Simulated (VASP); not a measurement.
**ZnS (zinc blende type): single point with HSE06**

ZnS (zinc blende type):

```
Zn S
1.0
     0.00000    2.73405    2.73405
     2.73405    0.00000    2.73405
     2.73405    2.73405    0.00000
Zn S
1 1
Direct
  0.00000 0.00000 0.00000
  0.25000 0.25000 0.25000
```

```
Program             : VASP 6.6.1
Task                : single point
Functional          : HSE06
Potentials or basis : VASP PAW PBE potentials, release 64 (Zn, S)
Cutoff              : 520 eV
k mesh              : 4 × 4 × 4
Occupations         : fermi-dirac, width 0.05 eV
Spin                : no spin polarisation
```

```json
{
  "Pressure": "-1.5 GPa",
  "Band gap on the k mesh": "3.17 eV"
}
```

Levels at points of the mesh, in eV from the valence-band top:
| k point | band 6 | band 7 | band 8 | band 9 | band 10 | band 11 | band 12 | band 13 |
| --- | --- | --- | --- | --- | --- | --- | --- | --- |
| (0.00, 0.00, 0.00) | -7.34 | 0.00 | 0.00 | 0.00 | 3.17 | 7.69 | 7.69 | 7.69 |
| (0.50, 0.00, 0.00) | -7.12 | -5.35 | -0.86 | -0.86 | 4.47 | 8.19 | 8.19 | 10.07 |
| (0.50, 0.50, 0.00) | -7.08 | -4.81 | -2.21 | -2.21 | 4.45 | 5.25 | 12.28 | 13.43 |

It took 6.1 min on 1 thread of Intel(R) Xeon(R) Platinum 8259CL CPU @ 2.50GHz (Skylake/Cascade Lake), with other jobs on the host, peak memory 0.27 GiB.

Caveat: the k points lie up to 0.50 Å⁻¹ apart; the PAW data sets were made with another functional, which shifts forces and pressure a little.
